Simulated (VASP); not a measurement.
A run of VASP 6.6.1 is set up as follows.

Contents of INCAR:

```
  PREC = Accurate
  ENCUT = 520
  EDIFF = 1E-6
  ISMEAR = 0
  SIGMA = 0.15
  LREAL = False
  LASPH = True
  NELM = 60
  ALGO = Normal
  ISIF = 2
  LWAVE = False
  LCHARG = True
  GGA = PE
  LELF = True
  LVHAR = True
  NBANDS = 12
```

KPOINTS

```
Automatic mesh
0
Gamma
  24 24 24
```

File POSCAR:

```
Cu
1.0
    0.0000000000      1.9244718534      1.5264910741
    1.9244718534      0.0000000000      1.5264910741
    1.9244718534      1.9244718534      0.0000000000
Cu
1
Direct
    0.0000000000      0.0000000000      0.0000000000
```

Potentials or basis: VASP PAW PBE potentials, release 64 (Cu).

Launch:

```bash
$ cat potpaw_PBE.64/Cu/POTCAR > POTCAR
$ mpirun -np 1 vasp_std > vasp.out
```

**Question.** Predict the pressure.

**Answer.** 10.2 GPa.

**Question.** What does it give for the band gap on the k mesh?

**Answer.** Zero (an odd number of electrons rules out a gap without spin polarisation).

Stress tensor (GPa, compression positive):
```
 9.33  0.00  0.00
 0.00  9.33  0.00
 0.00  0.00 11.99
```

Caveat: the cell stands under pressure.
